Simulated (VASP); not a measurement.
# CO2 (Pa-3) in VASP: a series of runs, part 2 of 2

VASP 6.6.1. Earlier steps stand in the parts before.

**3. Relaxation of the atoms, PBE+D3(BJ) (volume scaled by 0.97)**

Contents of INCAR:

```
SYSTEM = CO2
PREC     = Accurate       ! precision mode
ENCUT    = 520            ! plane-wave cutoff, eV
EDIFF    = 1E-6           ! SCF threshold, eV
ISMEAR   = 0              ! smearing method
SIGMA    = 0.02           ! smearing width, eV
LREAL    = .FALSE.        ! projectors in reciprocal space
LASPH    = .TRUE.         ! aspherical terms in the spheres
NELM     = 60             ! most SCF steps
ALGO     = Normal         ! electronic algorithm
ISIF     = 2              ! what is computed and relaxed
LWAVE    = .FALSE.        ! write WAVECAR
LCHARG   = .FALSE.        ! write CHGCAR
GGA      = PE             ! functional
IVDW     = 12             ! dispersion correction
IBRION   = 2              ! ionic algorithm
NSW      = 50             ! ionic steps
EDIFFG   = -0.01          ! ionic threshold
```

Contents of KPOINTS:

```
Automatic mesh
0
G
  4 4 4
  0 0 0
```

Contents of POSCAR:

```
CO2
1.0
    5.6555040942      0.0000000000      0.0000000000
    0.0000000000      5.6555040942      0.0000000000
    0.0000000000      0.0000000000      5.6555040942
C O
4 8
Direct
    0.0000000000      0.0000000000      0.0000000000
    0.5000000000      0.0000000000      0.5000000000
    0.5000000000      0.5000000000      0.0000000000
    0.0000000000      0.5000000000      0.5000000000
    0.1181218480      0.1181218480      0.1181218480
    0.3818781520      0.8818781520      0.6181218480
    0.6181218480      0.3818781520      0.8818781520
    0.8818781520      0.6181218480      0.3818781520
    0.8818781520      0.8818781520      0.8818781520
    0.6181218480      0.1181218480      0.3818781520
    0.3818781520      0.6181218480      0.1181218480
    0.1181218480      0.3818781520      0.6181218480
```

Potentials or basis: VASP PAW PBE potentials, release 64 (C, O).

Started as:

```bash
cat potpaw_PBE.64/C/POTCAR potpaw_PBE.64/O/POTCAR > POTCAR
mpirun -np 1 vasp_std > vasp.out
```

Wall time 9.7 min (1 thread of AMD EPYC 7R13, shared host); peak memory 0.27 GiB.

The run converged. Its results:

```
Free energy                  : -92.9884 eV
Energy gained by relaxing    : 11.1 meV/atom
Ionic steps                  : 14
Pressure after relaxing      : 0.0 GPa
Largest force after relaxing : 0.010 eV/Å
Band gap on the k mesh       : 6.70 eV, direct
Dispersion energy per atom   : -0.068 eV
```

Forces on the atoms (eV/Å):
```
C    0.000  0.000  0.000
C    0.000  0.000  0.000
C    0.000  0.000  0.000
C    0.000  0.000  0.000
O    0.006  0.006  0.006
O   -0.006 -0.006  0.006
O    0.006 -0.006 -0.006
O   -0.006  0.006 -0.006
O   -0.006 -0.006 -0.006
O    0.006  0.006 -0.006
O   -0.006  0.006  0.006
O    0.006 -0.006  0.006
```

Step by step:
```
step  energy change (eV)  largest force (eV/Å)  pressure (GPa)
   1              0.0000                1.9345            5.17
   2              1.8624                6.0242          -17.26
   3             -0.1332                0.0237           -0.04
   4             -0.1333                0.0151            0.05
   5             -0.1333                0.0138            0.05
   6             -0.1333                0.0125            0.04
   7             -0.1333                0.0125            0.05
   8             -0.1333                0.0124            0.05
   9             -0.1333                0.0124            0.04
  10             -0.1333                0.0123            0.04
  11             -0.1333                0.0121            0.04
  12             -0.1333                0.0116            0.04
  13             -0.1333                0.0107            0.04
  14             -0.1333                0.0096            0.04
```

Final structure:
```
C O
1.0
     5.65550    0.00000    0.00000
     0.00000    5.65550    0.00000
     0.00000    0.00000    5.65550
C O
4 8
Cartesian
  0.0000 0.0000 0.0000
  2.8278 0.0000 2.8278
  2.8278 2.8278 0.0000
  0.0000 2.8278 2.8278
  0.6781 0.6781 0.6781
  2.1496 4.9774 3.5059
  3.5059 2.1496 4.9774
  4.9774 3.5059 2.1496
  4.9774 4.9774 4.9774
  3.5059 0.6781 2.1496
  2.1496 3.5059 0.6781
  0.6781 2.1496 3.5059
```

Levels at points of the mesh, in eV from the valence-band top:
| k point | band 29 | band 30 | band 31 | band 32 | band 33 | band 34 | band 35 | band 36 |
| --- | --- | --- | --- | --- | --- | --- | --- | --- |
| (0.00, 0.00, 0.00) | -0.18 | -0.18 | 0.00 | 0.00 | 6.70 | 7.92 | 7.92 | 7.92 |
| (0.50, 0.00, 0.00) | -0.28 | -0.28 | -0.07 | -0.07 | 7.87 | 7.87 | 8.06 | 8.06 |
| (0.50, 0.50, 0.00) | -0.26 | -0.26 | -0.26 | -0.26 | 7.86 | 7.86 | 7.86 | 7.86 |
| (0.50, 0.50, 0.50) | -0.30 | -0.30 | -0.30 | -0.30 | 7.86 | 7.86 | 7.86 | 7.86 |

Caveat: the cell differs from its parent crystal (volume scaled by 0.97).

**4. Relaxation of the atoms, PBE+D3(BJ) (volume scaled by 1.03)**

Contents of INCAR:

```
SYSTEM = CO2
PREC = Accurate ; ENCUT = 520
EDIFF = 1E-6 ; ISMEAR = 0
SIGMA = 0.02 ; LREAL = .False.
LASPH = .True. ; NELM = 80
ALGO = Normal ; ISIF = 2
LWAVE = .False. ; LCHARG = .False.
GGA = PE ; IVDW = 12
IBRION = 2 ; NSW = 50
EDIFFG = -0.01
```

Contents of KPOINTS:

```
regular mesh
0
Gamma
  4 4 4
  0 0 0
```

Edit POSCAR of step 3 so:

```diff
@@ -2,5 +2,5 @@
 1.0
-    5.6555040942      0.0000000000      0.0000000000
-    0.0000000000      5.6555040942      0.0000000000
-    0.0000000000      0.0000000000      5.6555040942
+    5.7697874928      0.0000000000      0.0000000000
+    0.0000000000      5.7697874928      0.0000000000
+    0.0000000000      0.0000000000      5.7697874928
 C O
```

Started as:

```bash
cat potpaw_PBE.64/C/POTCAR potpaw_PBE.64/O/POTCAR > POTCAR
mpirun -np 1 vasp_std > vasp.out
```

It took 6.5 min on 1 thread of AMD EPYC 7R13, shared host; peak memory 0.33 GiB.

The run converged. Its results:

```
Free energy                : -92.9918 eV
Energy gained by relaxing  : 1.0 meV/atom
Ionic steps                : 3
Pressure after relaxing    : -0.4 GPa
Band gap on the k mesh     : 6.65 eV, direct
Dispersion energy per atom : -0.063 eV
```

Step by step:
| step | energy change (eV) | largest force (eV/Å) | pressure (GPa) |
| --- | --- | --- | --- |
| 1 | 0.0000 | 0.5398 | -1.76 |
| 2 | 0.1741 | 2.2956 | 5.40 |
| 3 | -0.0116 | 0.0013 | -0.38 |

Final structure:
```
C O
1.0
     5.76979    0.00000    0.00000
     0.00000    5.76979    0.00000
     0.00000    0.00000    5.76979
C O
4 8
Direct
  0.00000 0.00000 0.00000
  0.50000 0.00000 0.50000
  0.50000 0.50000 0.00000
  0.00000 0.50000 0.50000
  0.11759 0.11759 0.11759
  0.38241 0.88241 0.61759
  0.61759 0.38241 0.88241
  0.88241 0.61759 0.38241
  0.88241 0.88241 0.88241
  0.61759 0.11759 0.38241
  0.38241 0.61759 0.11759
  0.11759 0.38241 0.61759
```

Levels at points of the mesh, in eV from the valence-band top:
```
           k point  band 28  band 29  band 30  band 31  band 32  band 33  band 34  band 35  band 36  band 37
(0.00, 0.00, 0.00)    -0.16    -0.16    -0.16     0.00     0.00     6.65     7.98     7.98     7.98     8.20
(0.50, 0.00, 0.00)    -0.29    -0.24    -0.24    -0.06    -0.06     7.92     7.92     8.04     8.04     8.24
(0.50, 0.50, 0.00)    -0.27    -0.23    -0.23    -0.23    -0.23     7.91     7.91     7.91     7.91     8.51
(0.50, 0.50, 0.50)    -0.26    -0.26    -0.26    -0.26    -0.26     7.93     7.93     7.93     7.93     8.70
```

Caveat: the cell differs from its parent crystal (volume scaled by 1.03). A k mesh can miss the band edges.

**5. Single point, PBE+D3(BJ)**

This run uses another cell than the first one, of 13.39 Å³/atom, 0.813 times its volume.

Contents of INCAR:

```
PREC = Accurate ; ENCUT = 520
EDIFF = 1E-6 ; ISMEAR = 0
SIGMA = 0.1 ; LREAL = F
LASPH = T ; NELM = 80
ALGO = Normal ; ISIF = 2
LWAVE = F ; LCHARG = F
GGA = PE ; IVDW = 12
NBANDS = 44
```

Contents of KPOINTS:

```
regular mesh
0
Gamma
  4 4 4
```

Contents of POSCAR:

```
CO2
1.0
    5.4361242543      0.0000000000      0.0000000000
    0.0000000000      5.4361242543      0.0000000000
    0.0000000000      0.0000000000      5.4361242543
C O
4 8
Direct
    0.0000000000      0.0000000000      0.0000000000
    0.5000000000      0.0000000000      0.5000000000
    0.5000000000      0.5000000000      0.0000000000
    0.0000000000      0.5000000000      0.5000000000
    0.1239635565      0.1239635565      0.1239635565
    0.3760364435      0.8760364435      0.6239635565
    0.6239635565      0.3760364435      0.8760364435
    0.8760364435      0.6239635565      0.3760364435
    0.8760364435      0.8760364435      0.8760364435
    0.6239635565      0.1239635565      0.3760364435
    0.3760364435      0.6239635565      0.1239635565
    0.1239635565      0.3760364435      0.6239635565
```

Started as:

```bash
cat potpaw_PBE.64/C/POTCAR potpaw_PBE.64/O/POTCAR > POTCAR
mpirun -np 1 vasp_std > vasp.out
```

Wall time 93 s (1 thread of Oxide Virtual Turin-like, shared host); peak memory 0.22 GiB.

The run converged. Its results:

```
Free energy                : -92.8599 eV
Pressure                   : 3.4 GPa
Largest force              : 0.661 eV/Å
Band gap on the k mesh     : 6.88 eV, direct
Dispersion energy per atom : -0.079 eV
```

Forces on the atoms (eV/Å):
```
C    0.000  0.000  0.000
C    0.000  0.000  0.000
C    0.000  0.000  0.000
C    0.000  0.000  0.000
O    0.381  0.381  0.381
O   -0.381 -0.381  0.381
O    0.381 -0.381 -0.381
O   -0.381  0.381 -0.381
O   -0.381 -0.381 -0.381
O    0.381  0.381 -0.381
O   -0.381  0.381  0.381
O    0.381 -0.381  0.381
```

Levels at points of the mesh, in eV from the valence-band top:
```csv
k point,band 30,band 31,band 32,band 33,band 34,band 35
"(0.00, 0.00, 0.00)",-0.24,0.00,0.00,6.88,7.91,7.91
"(0.50, 0.00, 0.00)",-0.37,-0.09,-0.09,7.84,7.84,8.12
"(0.50, 0.50, 0.00)",-0.33,-0.33,-0.33,7.84,7.84,7.84
"(0.50, 0.50, 0.50)",-0.39,-0.39,-0.39,7.83,7.83,7.83
```

A k mesh can miss the band edges.

**6. Overview**

| task | cell | smearing | gap on the mesh (eV) | pressure (GPa) | largest force (eV/Å) |
| --- | --- | --- | --- | --- | --- |
| relaxation of the atoms | atoms relaxed from a = 5.825 Å, 12 atoms | gaussian 0.02 eV | 6.63 | -0.5 | - |
| relaxation of the atoms | atoms relaxed from a = 5.656 Å, 12 atoms | gaussian 0.02 eV | 6.70 | 0.0 | 0.01 |
| relaxation of the atoms | atoms relaxed from a = 5.770 Å, 12 atoms | gaussian 0.02 eV | 6.65 | -0.4 | - |
| single point | a = 5.436 Å, 12 atoms | gaussian 0.1 eV | 6.88 | 3.4 | 0.66 |

Alike in all rows: level PBE+D3(BJ); potentials or basis VASP PAW PBE potentials, release 64 (C, O); no spin polarisation; k mesh 4 × 4 × 4; cutoff (eV) 520.

Total energies depend on the potentials used, so only differences within one code and one set of settings carry meaning.
